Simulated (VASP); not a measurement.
A run of VASP 6.6.1:

Contents of INCAR:

```
SYSTEM = HC20
PREC     = Accurate       ! precision mode
ENCUT    = 520            ! plane-wave cutoff, eV
EDIFF    = 1E-7           ! SCF threshold, eV
ISMEAR   = 0              ! smearing method
SIGMA    = 0.05           ! smearing width, eV
LREAL    = Auto         
LASPH    = .True.         ! aspherical terms in the spheres
NELM     = 60             ! most SCF steps
ALGO     = Normal         ! electronic algorithm
ISIF     = 2              ! what is computed and relaxed
LWAVE    = .False.        ! write WAVECAR
LCHARG   = .True.         ! write CHGCAR
LDIPOL   = .True.       
IDIPOL   = 3            
DIPOL    = 0.5 0.5 0.290
LELF     = .True.         ! ELF
LVHAR    = .True.       
LVACPOTAV= .True.       
NBANDS   = 108            ! bands
```

Contents of KPOINTS:

```
regular mesh
0
Gamma
  4 4 1
  0 0 0
```

File POSCAR:

```
HC20
1.0
    7.2015518731      0.0000000000      0.0000000000
   -3.3194130427      7.7907812636      0.0000000000
    0.0000000000      0.0000000000     22.7916832250
C H
40 2
Direct
    0.2501129010      0.1667043003      0.1755026147
    0.2501129010      0.6667043003      0.1755026147
    0.7501129009      0.1667043003      0.1755026147
    0.7501129009      0.6667043003      0.1755026147
    0.2498870990      0.3332956997      0.1755026147
    0.2498870990      0.8332956997      0.1755026147
    0.7498870990      0.3332956997      0.1755026147
    0.7498870990      0.8332956997      0.1755026147
    0.2501129010      0.4167043003      0.2291325538
    0.2501129010      0.9167043003      0.2291325538
    0.7501129009      0.4167043003      0.2291325538
    0.7501129009      0.9167043003      0.2291325538
    0.2498870990      0.0832956997      0.2291325538
    0.2498870991      0.5832956997      0.2291325538
    0.7498870990      0.0832956997      0.2291325538
    0.7498870990      0.5832956997      0.2291325538
    0.2500458055      0.1676520614      0.2827258575
    0.2500458055      0.6676520614      0.2827258575
    0.7500458055      0.1676520614      0.2827258575
    0.7500458055      0.6676520614      0.2827258575
    0.2499541945      0.3323479386      0.2827258575
    0.2499541945      0.8323479386      0.2827258575
    0.7499541945      0.3323479386      0.2827258575
    0.7499541945      0.8323479386      0.2827258575
    0.2500622594      0.4183368654      0.3365410697
    0.2500622594      0.9183368654      0.3365410697
    0.7500622594      0.4183368654      0.3365410697
    0.7500622594      0.9183368654      0.3365410697
    0.2499377406      0.0816631346      0.3365410697
    0.2499377406      0.5816631346      0.3365410697
    0.7499377406      0.0816631346      0.3365410697
    0.7499377406      0.5816631346      0.3365410697
    0.2501903787      0.1771682769      0.3857408485
    0.2501903787      0.6771682769      0.3857408485
    0.7501903787      0.1771682769      0.3857408485
    0.7501903787      0.6771682769      0.3857408485
    0.2498096213      0.3228317231      0.3857408485
    0.2498096213      0.8228317231      0.3857408485
    0.7498096213      0.3228317231      0.3857408485
    0.7498096213      0.8228317231      0.3857408485
    0.9998096213      0.2345629937      0.4476055201
    0.9998096213      0.4111004525      0.4476055201
```

Potentials or basis: VASP PAW LDA potentials, release 64 (C, H).

Run with:

```bash
$ cat potpaw_LDA.64/C/POTCAR potpaw_LDA.64/H/POTCAR > POTCAR
$ mpirun -np 1 vasp_std > vasp.out
```

Hardware: 1 thread of Intel(R) Xeon(R) Platinum 8559C (Emerald Rapids), on a shared host.

Question: How long does it take, and how much memory?

Answer: Wall time 95 min on 1 thread of Intel(R) Xeon(R) Platinum 8559C (Emerald Rapids), on a shared host, peak memory 1.3 GiB. Counts: scf iterations 34, k points 10.
